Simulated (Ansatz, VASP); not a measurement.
# TiO2: VASP beside Ansatz

POSCAR

```
TiO2
1.0
    0.0000000000      2.3968272579      2.3968272579
    2.2813001841      0.0000000000      2.3968272579
    2.2813001841      2.3968272579      0.0000000000
Ti O
1 2
Direct
    0.0000000000      0.0000000000      0.0000000000
    0.2500000000      0.2500000000      0.2500000000
    0.7500000000      0.7500000000      0.7500000000
```

Contents of INCAR.step1:

```
SYSTEM = TiO2
PREC = Accurate
ENCUT = 520
ISMEAR = 0
SIGMA = 0.01
LREAL = .FALSE.
LASPH = .TRUE.
NELM = 100
NBANDS = 19
GGA = PE
ALGO = Normal
EDIFF = 1E-4
LWAVE = .TRUE.
LCHARG = .FALSE.
```

The input INCAR.step2:

```
SYSTEM = TiO2
PREC = Accurate
ENCUT = 520
EDIFF = 1E-6
ISMEAR = 0
SIGMA = 0.01
LREAL = .FALSE.
LASPH = .TRUE.
NELM = 100
ALGO = Normal
ISIF = 2
LWAVE = .FALSE.
LCHARG = .TRUE.
METAGGA = R2SCAN
LMIXTAU = .TRUE.
LELF = .TRUE.
LVHAR = .TRUE.
NBANDS = 19
ISTART = 1
```

The input KPOINTS:

```
Automatic mesh
0
G
  10 10 10
  0 0 0
```

Input for Ansatz:

```yaml
crystal:
  lattice:
    - [0.0, 2.3968272579, 2.3968272579]
    - [2.2813001841, 0.0, 2.3968272579]
    - [2.2813001841, 2.3968272579, 0.0]
  atoms:
    - { symbol: Ti, position: [0.0, 0.0, 0.0] }
    - { symbol: O, position: [0.25, 0.25, 0.25] }
    - { symbol: O, position: [0.75, 0.75, 0.75] }
kpoints:
  mp_grid: { grid: [10, 10, 10] }
  band_path:
    path:
      - [0.0, 0.0, 0.0]
      - [0.5, 0.0, 0.5]
      - [0.625, 0.25, 0.625]
      - [0.375, 0.375, 0.75]
      - [0.5, 0.5, 0.5]
      - [0.5, 0.25, 0.75]
    npoints: 1
hamiltonian:
  xc: r2scan
scf:
  occupations: { method: fixed }
  n_extra_bands: 4
output:
  forces: true
  stress: true
  eigenvalues: true
```

Change from the starting cell: uniaxial_x strain -4.8%.

Alike in both runs: task single point; functional r2SCAN; k mesh 10 × 10 × 10; no spin polarisation.

|  | VASP | Ansatz |
| --- | --- | --- |
| version | VASP 6.6.1 | Ansatz 0.2.0 |
| potentials or method | VASP PAW PBE potentials, release 64 (Ti_sv, O) | plane waves, PAW |
| plane-wave cutoff (eV) | 520 | 500 |
| occupations | gaussian, width 0.01 eV | fixed |
| valence electrons in the cell | 24 | 24 |

Ansatz gave:

- gap on the k mesh at the Fermi level (eV): 0.98
- pressure (GPa): 15.5
- traceless stress, the component that is largest in VASP (GPa): 20.77

Task: Which values does VASP return?

Result: gap on the k mesh at the Fermi level (eV): 1.01; pressure (GPa): 17.3; traceless stress, the component that is largest in VASP (GPa): 20.66.

VASP's potentials were made for PBE, not for r2SCAN.
